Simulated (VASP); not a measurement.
# Ta (Pm-3m) in VASP: notebook

Runs on Ta. Level: RPBE. Tasks: single point.

Program: VASP 6.6.1. These are calculated values, not measurements. Logs are shortened: lines on timing, memory, paths and dates and some standing lists are left out, and cuts for length are marked.

## Step 1: The cell of the first run

Symmetry: Pm-3m, No. 221, cubic system. The conventional cell has a = 2.760 Å, b = 2.760 Å, c = 2.760 Å, α = 90.00°, β = 90.00°, γ = 90.00°. Ta (site symmetry m-3m) has 6 Ta at 2.76 Å within 3.6 Å.

## Step 2: Single point, RPBE

Contents of INCAR:

```
SYSTEM = Ta
PREC     = Accurate       ! precision mode
ENCUT    = 520            ! plane-wave cutoff, eV
EDIFF    = 1E-6           ! SCF threshold, eV
ISMEAR   = -1             ! smearing method
SIGMA    = 0.1            ! smearing width, eV
LREAL    = .False.        ! projectors in reciprocal space
LASPH    = .True.         ! aspherical terms in the spheres
NELM     = 80             ! most SCF steps
ALGO     = Normal         ! electronic algorithm
ISIF     = 2              ! what is computed and relaxed
LWAVE    = .False.        ! write WAVECAR
LCHARG   = .False.        ! write CHGCAR
GGA      = RP             ! functional
NBANDS   = 12             ! bands
```

Contents of KPOINTS:

```
regular mesh
0
Gamma
  12 12 12
  0 0 0
```

Contents of POSCAR:

```
Ta
1.0
    2.7601811137      0.0000000000      0.0000000000
    0.0000000000      2.7601811137      0.0000000000
    0.0000000000      0.0000000000      2.7601811137
Ta
1
Direct
    0.0000000000      0.0000000000      0.0000000000
```

Potentials or basis: VASP PAW PBE potentials, release 64 (Ta_pv).

Command:

```
$ cat potpaw_PBE.64/Ta_pv/POTCAR > POTCAR
$ mpirun -np 1 vasp_std > vasp.out
```

OUTCAR:

```text
SYSTEM = Ta
   PREC = Accurate
   ENCUT = 520
   EDIFF = 1E-6
   ISMEAR = -1
   LREAL = .False.
   LASPH = .True.
   NELM = 80
   ISIF = 2
   GGA = RP

 ion  position               nearest neighbor table
   1  0.000  0.000  0.000-

  LATTYP: Found a simple cubic cell.
 ALAT       =     2.7601811137

  Lattice vectors:

 A1 = (   2.7601811137,   0.0000000000,   0.0000000000)
 A2 = (   0.0000000000,   2.7601811137,   0.0000000000)
 A3 = (   0.0000000000,   0.0000000000,   2.7601811137)

Analysis of symmetry for initial positions (statically):
=====================================================================
 Subroutine PRICEL returns:
 Original cell was already a primitive cell.

 Routine SETGRP: Setting up the symmetry group for a
 simple cubic supercell.

 Subroutine GETGRP returns: Found 48 space group operations
 (whereof 48 operations were pure point group operations)
 out of a pool of 48 trial point group operations.

The static configuration has the point symmetry O_h .

Analysis of symmetry for dynamics (positions and initial velocities):
=====================================================================
 Subroutine PRICEL returns:
 Original cell was already a primitive cell.

 Routine SETGRP: Setting up the symmetry group for a
 simple cubic supercell.

 Subroutine GETGRP returns: Found 48 space group operations
 (whereof 48 operations were pure point group operations)
 out of a pool of 48 trial point group operations.

The dynamic configuration has the point symmetry O_h .

 Subroutine INISYM returns: Found 48 space group operations
 (whereof 48 operations are pure point group operations),
 and found     1 'primitive' translations

----------------------------------------------------------------------------------------

                                     Primitive cell

  volume of cell :      21.0287

  direct lattice vectors                    reciprocal lattice vectors
     2.760181114  0.000000000  0.000000000     0.362295066  0.000000000  0.000000000
     0.000000000  2.760181114  0.000000000     0.000000000  0.362295066  0.000000000
     0.000000000  0.000000000  2.760181114     0.000000000  0.000000000  0.362295066

  length of vectors
     2.760181114  2.760181114  2.760181114     0.362295066  0.362295066  0.362295066

  position of ions in fractional coordinates (direct lattice)
     0.000000000  0.000000000  0.000000000

  ion indices of the primitive-cell ions
   primitive index   ion index
                 1           1

----------------------------------------------------------------------------------------

 KPOINTS: regular mesh

Automatic generation of k-mesh.
 Grid dimensions read from file:
 generate k-points for:   12   12   12

 Generating k-lattice:

  Cartesian coordinates                     Fractional coordinates (reciprocal lattice)
     0.030191256  0.000000000  0.000000000     0.083333333  0.000000000  0.000000000
     0.000000000  0.030191256  0.000000000     0.000000000  0.083333333  0.000000000
     0.000000000  0.000000000  0.030191256     0.000000000  0.000000000  0.083333333

  Length of vectors
     0.030191256  0.030191256  0.030191256

  Shift w.r.t. Gamma in fractional coordinates (k-lattice)
     0.000000000  0.000000000  0.000000000

 Subroutine IBZKPT returns following result:
 ===========================================

 Found     84 irreducible k-points:

 Following reciprocal coordinates:
            Coordinates               Weight
  0.000000  0.000000  0.000000      1.000000
  0.083333  0.000000  0.000000      6.000000
  0.166667  0.000000  0.000000      6.000000
  0.250000  0.000000  0.000000      6.000000
  0.333333  0.000000  0.000000      6.000000
  0.416667  0.000000  0.000000      6.000000
[... 16 lines left out ...]
  0.333333  0.333333  0.000000     12.000000
  0.416667  0.333333  0.000000     24.000000
 [... further k-points ...]
   k-points           NKPTS =     84   k-points in BZ     NKDIM =     84   number of bands    NBANDS=     12
   number of dos      NEDOS =    301   number of ions     NIONS =      1
   total plane-waves  NPLWV =  13824
   dimension x,y,z NGX =    24 NGY =   24 NGZ =   24
   dimension x,y,z NGXF=    48 NGYF=   48 NGZF=   48
   ions per type =               1
   NGX,Y,Z   is equivalent  to a cutoff of  14.46, 14.46, 14.46 a.u.
   NGXF,Y,Z  is equivalent  to a cutoff of  28.91, 28.91, 28.91 a.u.
 SYSTEM =  Ta
   PREC   = accura    normal or accurate (medium, high low for compatibility)
   ISTART =      0    job   : 0-new  1-cont  2-samecut
   ICHARG =      2    charge: 1-file 2-atom 10-const
   ISPIN  =      1    spin polarized calculation?
   LNONCOLLINEAR =      F non collinear calculations
   LSORBIT =      F    spin-orbit coupling
   LASPH  =      T    aspherical Exc in radial PAW
   ENCUT  =  520.0 eV  38.22 Ry    6.18 a.u.   5.13  5.13  5.13*2*pi/ulx,y,z
   NELM   =     80;   NELMIN=  2; NELMDL= -5     # of ELM steps
   EDIFF  = 0.1E-05   stopping-criterion for ELM
   LREAL  =      F    real-space projection
   EDIFFG = 0.1E-04   stopping-criterion for IOM
   NSW    =      0    number of steps for IOM
   IBRION =     -1    ionic relax: 0-MD 1-quasi-New 2-CG
   NFREE  =      0    steps in history (QN), initial steepest desc. (CG)
   ISIF   =      2    stress and relaxation
   ISYM   =      2    0-nonsym 1-usesym 2-fastsym
   POTIM  = 0.5000    time-step for ionic-motion
   TEBEG  =    0.0;   TEEND  =   0.0 temperature during run
   PSTRESS=    0.0 pullay stress
   NELECT =      11.0000    total number of electrons
   NUPDOWN=      -1.0000    fix difference up-down
   EMIN   =  10.00;   EMAX   =-10.00  energy-range for DOS
   EFERMI =   0.00;   METHOD = LEGACY
   ISMEAR =    -1;   SIGMA  =   0.10  broadening in eV -4-tet -1-fermi 0-gaus
   EFERMI_NEDOS =   21; number of points for ismear=-14 and -15
   IALGO  =     38    algorithm
   IMIX   =      4    mixing-type and parameters
     AMIX     =   0.40;   BMIX     =  1.00
     AMIX_MAG =   1.60;   BMIX_MAG =  1.00
  volume/ion in A,a.u.               =      21.03       141.91
  Fermi-wavevector in a.u.,A,eV,Ry     =   1.319071  2.492683 23.673431  1.739948
  Thomas-Fermi vector in A             =   2.448995
   LORBIT       =      0    0 simple, 1 ext, 2 COOP (PROOUT), +10 PAW based schemes
   GGA     = RP    functional components
   LHFCALC =     F    Hartree Fock is set to
   AEXX    =    0.0000 exact exchange contribution
   IVDW    =     0    specifies the selected vdW correction
   LEPSILON=     F    determine dielectric tensor
   LRPA    =     F    only Hartree local field effects (RPA)
 non-spin polarized calculation
  energy-cutoff  :      520.00
  volume of cell :       21.03
 maximum number of plane-waves:       587
 NGX is ok and might be reduce to    24
   NGX = 11   NGY = 11   NGZ = 11

 number of electron      11.0000000 magnetization

 Free energy of the ion-electron system (eV)
  ---------------------------------------------------
  ext. energy  EPLUGINS =         0.00000000
  ---------------------------------------------------
  free energy    TOTEN  =       -10.23756149 eV

  energy without entropy =      -10.21145033  energy(sigma->0) =      -10.22450591

 E-fermi :   4.3933     XC(G=0): -11.6698

 val. band max:        4.3657426798   @ k =   0.4167   0.0000   0.0000
 cond. band min:       4.4441933132   @ k =   0.3333   0.2500   0.2500
 fundamental gap:      0.0784506334
 Fermi energy:         4.3932512126

 k-point     1 :       0.0000    0.0000    0.0000
  band No.  band energies     occupation
      1     -29.1047      2.00000
      2     -29.1047      2.00000
      3     -29.1047      2.00000
      4      -2.7707      2.00000
      5       1.8927      2.00000
      6       1.8927      2.00000
      7      10.4128      0.00000
      8      10.4128      0.00000
      9      10.4128      0.00000
     10      18.7020      0.00000
     11      18.7020      0.00000
     12      18.7020      0.00000

 k-point     2 :       0.0833    0.0000    0.0000
  band No.  band energies     occupation
      1     -29.1841      2.00000
      2     -29.0981      2.00000
      3     -29.0981      2.00000
      4      -2.5668      2.00000
      5       1.9483      2.00000
      6       2.0972      2.00000
      7      10.0485      0.00000
      8      10.0485      0.00000
      9      10.4376      0.00000
     10      17.6246      0.00000
     11      18.7865      0.00000
     12      19.1719      0.00000

 k-point     3 :       0.1667    0.0000    0.0000
  band No.  band energies     occupation
      1     -29.3965      2.00000
      2     -29.0800      2.00000
      3     -29.0800      2.00000
      4      -2.0089      2.00000
      5       2.1048      2.00000
      6       2.6777      2.00000
      7       9.2045      0.00000
      8       9.2045      0.00000
      9      10.5059      0.00000
     10      15.7820      0.00000
     11      18.7867      0.00000
     12      20.3137      0.00000

 k-point     4 :       0.2500    0.0000    0.0000
  band No.  band energies     occupation
      1     -29.6770      2.00000
      2     -29.0552      2.00000
      3     -29.0552      2.00000
      4      -1.2271      2.00000
      5       2.3300      2.00000
      6       3.4821      1.99978
      7       8.2720      0.00000
      8       8.2720      0.00000
      9      10.6010      0.00000
     10      14.2597      0.00000
     11      18.7867      0.00000
     12      21.0272      0.00000

 k-point     5 :       0.3333    0.0000    0.0000
  band No.  band energies     occupation
      1     -29.9470      2.00000
      2     -29.0303      2.00000
      3     -29.0303      2.00000
      4      -0.3738      2.00000
      5       2.5704      2.00000
      6       4.1551      1.83082
      7       7.4925      0.00000
      8       7.4925      0.00000
      9      10.6981      0.00000
     10      13.5534      0.00000
     11      18.7868      0.00000
     12      19.5616      0.00000
[... 228 lines left out ...]
      1     -30.0662      2.00000
      2     -29.5590      2.00000
      3     -28.9648      2.00000
      4       1.5270      2.00000
      5       2.5450      2.00000
      6       5.0135      0.00404
      7       7.3347      0.00000
      8       7.8317      0.00000
      9       8.8957      0.00000
     10      14.1787      0.00000
     11      18.7113      0.00000
     12      18.8634      0.00000

 k-point    22 :       0.5000    0.2500    0.0000
  band No.  band energies     occupation
      1     -30.1337      2.00000
      2     -29.5506      2.00000
      3     -28.9583      2.00000
      4       2.0460      2.00000
      5       2.1045      2.00000
      6       4.9893      0.00514
      7       7.1689      0.00000
      8       8.3011      0.00000
      9       8.9357      0.00000
     10      14.0081      0.00000
     11      18.7790      0.00000
     12      19.8230      0.00000

 k-point    23 :       0.3333    0.3333    0.0000
  band No.  band energies     occupation
      1     -29.8554      2.00000
      2     -29.8321      2.00000
      3     -28.9587      2.00000
      4       1.2624      2.00000
      5       2.5924      2.00000
      6       6.5219      0.00000
      7       6.8294      0.00000
      8       7.8758      0.00000
      9       8.1634      0.00000
     10      14.7108      0.00000
     11      17.2090      0.00000
     12      18.7912      0.00000

 k-point    24 :       0.4167    0.3333    0.0000
  band No.  band energies     occupation
      1     -30.0297      2.00000
      2     -29.8181      2.00000
      3     -28.9411      2.00000
      4       1.3147      2.00000
      5       2.5429      2.00000
      6       6.7266      0.00000
      7       7.5201      0.00000
      8       8.1668      0.00000
      9       8.1716      0.00000
     10      14.0140      0.00000
     11      17.8795      0.00000
     12      18.7955      0.00000

 [... further k-points ...]

------------------------ aborting loop because EDIFF is reached ----------------------------------------

  FORCE on cell =-STRESS in cart. coord.  units (eV):
  Direction    XX          YY          ZZ          XY          YZ          ZX
  --------------------------------------------------------------------------------------
  -------------------------------------------------------------------------------------
  Total        0.0049207      0.0049207      0.0049207     -0.0000000     -0.0000000      0.0000000
  in kB        0.3749063      0.3749063      0.3749063     -0.0000000     -0.0000000      0.0000000
  external PRESSURE =       0.3749063 kB  Pullay stress =       0.0000000 kB

 VOLUME and BASIS-vectors are now :
 -----------------------------------------------------------------------------
  energy-cutoff  :      520.00
  volume of cell :       21.03
      direct lattice vectors                 reciprocal lattice vectors
     2.760181114  0.000000000  0.000000000     0.362295066  0.000000000  0.000000000
     0.000000000  2.760181114  0.000000000     0.000000000  0.362295066  0.000000000
     0.000000000  0.000000000  2.760181114     0.000000000  0.000000000  0.362295066

 POSITION                                       TOTAL-FORCE (eV/Angst)
 -----------------------------------------------------------------------------------
      0.00000      0.00000      0.00000         0.000000      0.000000      0.000000
 -----------------------------------------------------------------------------------
    total drift:                                0.000000      0.000000      0.000000

  FREE ENERGIE OF THE ION-ELECTRON SYSTEM (eV)
  ---------------------------------------------------
  free  energy   TOTEN  =       -10.2375614871 eV

  energy  without entropy=      -10.2114503257  energy(sigma->0) =      -10.22450591
```

Run time: 22 s. Hardware: 1 thread of Intel Xeon 8259CL, shared host; peak memory 0.15 GiB.

What came out:

```yaml
Free_energy: -10.2376 eV
Pressure: 0.0 GPa
```

Caveat: the PAW data sets were made with another functional, which shifts forces and pressure a little; spin-orbit coupling is left out, which moves the levels of the heavy elements.

(Continued in part 2 of 2.)
